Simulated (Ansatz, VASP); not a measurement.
## InP in VASP and in Ansatz

```
CELL_PARAMETERS angstrom
3.97524 0.00000 0.00000
0.00000 3.97524 0.00000
0.00000 0.00000 2.75316
ATOMIC_POSITIONS crystal
In 0.50000 0.50000 0.50000
P 0.00000 0.00000 0.50000
```

Alike in both runs: task relaxation of cell and atoms; functional PBE; k mesh 14 × 14 × 20; occupations gaussian, width 0.1 eV; no spin polarisation.

|  | VASP | Ansatz |
| --- | --- | --- |
| version | VASP 6.6.1 | Ansatz 0.2.0 |
| potentials or method | VASP PAW PBE potentials, release 64 (In_d, P), cutoff 600 eV | scalar-relativistic, plane waves, PAW |
| valence electrons in the cell | 18 | 18 |

Ansatz gave:

| Property | Result |
| --- | --- |
| gap on the k mesh at the Fermi level, each at its own relaxed structure (eV) | none |
| relaxed volume (Å³/atom) | 21.79 |
| relaxed cell length with the largest relative difference (Å) | 3.889 |

Task: Which values does VASP return?

Result: gap on the k mesh at the Fermi level, each at its own relaxed structure (eV): none; relaxed volume (Å³/atom): 21.77; relaxed cell length with the largest relative difference (Å): 3.887.

A gap of «none» marks a metal or a gap that the smearing closes.
